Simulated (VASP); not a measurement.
Crystal: In3GeO2.

```
In Ge O
1.0
     4.15108    0.00000    0.00000
    -2.07554    3.59494    0.00000
     0.00000    0.00000    7.91569
In Ge O
3 1 2
Direct
  0.33333 0.66667 0.65960
  0.66667 0.33333 0.65960
  0.00000 0.00000 0.91341
  0.00000 0.00000 0.25419
  0.33333 0.66667 0.93029
  0.66667 0.33333 0.93029
```

The cell was built from a structure type or drawn by symmetry, and may not be a known phase.

| Item | Value |
| --- | --- |
| Program | VASP 6.6.1 |
| Task | relaxation of cell and atoms |
| Functional | PBE |
| Potentials or basis | VASP PAW PBE potentials, release 64 (In_d, Ge_d, O) |
| Cutoff | 600 eV |
| k mesh | 6 × 6 × 2 |
| Occupations | gaussian, width 0.1 eV |
| Spin | no spin polarisation |

At the start: pressure 19.4 GPa; volume 19.69 Å³/atom.

How do energy, volume and symmetry change on relaxing?

Over 47 steps the energy falls by 803.1 meV/atom and the volume is 20.14 Å³/atom (+2.3 %); space group P6mm (No. 183, to 0.1 Å) before and after.

Step by step:
| step | energy change (eV) | largest force (eV/Å) | pressure (GPa) | volume (Å³) |
| --- | --- | --- | --- | --- |
| 1 | 0.0000 | 2.0598 | 19.44 | 118.12 |
| 3 | -1.8714 | 1.1408 | -1.10 | 148.74 |
| 5 | -2.1741 | 0.9796 | 0.13 | 148.87 |
| 7 | -2.2909 | 1.1214 | 0.13 | 151.06 |
| 9 | -2.5045 | 2.9137 | -1.85 | 173.90 |
| 11 | -2.6156 | 1.6431 | -2.16 | 165.17 |
| 13 | -3.1063 | 1.2549 | -4.63 | 169.10 |
| 15 | -3.5010 | 0.3190 | -6.39 | 170.74 |
| 17 | -3.7320 | 0.7905 | -1.79 | 149.47 |
| 19 | -3.7926 | 0.6011 | -4.52 | 158.93 |
| 21 | -3.9173 | 0.7281 | -3.47 | 153.82 |
| 23 | -3.9146 | 4.4128 | 7.36 | 126.09 |
| 25 | -4.2928 | 2.0459 | 0.53 | 137.62 |
| 27 | -4.5567 | 0.8177 | 2.75 | 122.48 |
| 29 | -4.5863 | 0.9769 | 1.84 | 125.68 |
| 31 | -4.6402 | 0.2906 | -0.39 | 129.02 |
| 33 | -4.6523 | 0.2023 | -0.75 | 129.34 |
| 35 | -4.7300 | 0.3028 | -0.46 | 126.96 |
| 37 | -4.7768 | 0.4990 | 0.22 | 123.34 |
| 39 | -4.8001 | 0.4633 | -0.67 | 122.39 |
| 41 | -4.8147 | 0.1851 | 0.04 | 120.70 |
| 43 | -4.8165 | 0.0780 | 0.19 | 120.36 |
| 45 | -4.8178 | 0.0699 | -0.18 | 121.18 |
| 47 | -4.8184 | 0.0394 | -0.08 | 120.86 |

Final structure:
```
In Ge O
1.0
     4.91839    0.00000    0.00000
    -2.45919    4.25945    0.00000
     0.00000    0.00000    5.76910
In Ge O
3 1 2
Direct
  0.33333 0.66667 0.56477
  0.66667 0.33333 0.56477
  0.00000 0.00000 0.95635
  0.00000 0.00000 0.42259
  0.33333 0.66667 0.91945
  0.66667 0.33333 0.91945
```

Caveat: the k points lie up to 0.54 Å⁻¹ apart in the final cell, too coarse for converged energies and pressures of a metal; a cell axis changed by over 15 % at a fixed basis, so the end point is rough; an odd number of electrons without spin polarisation forces a metal; a magnetic or distorted state may lie lower.
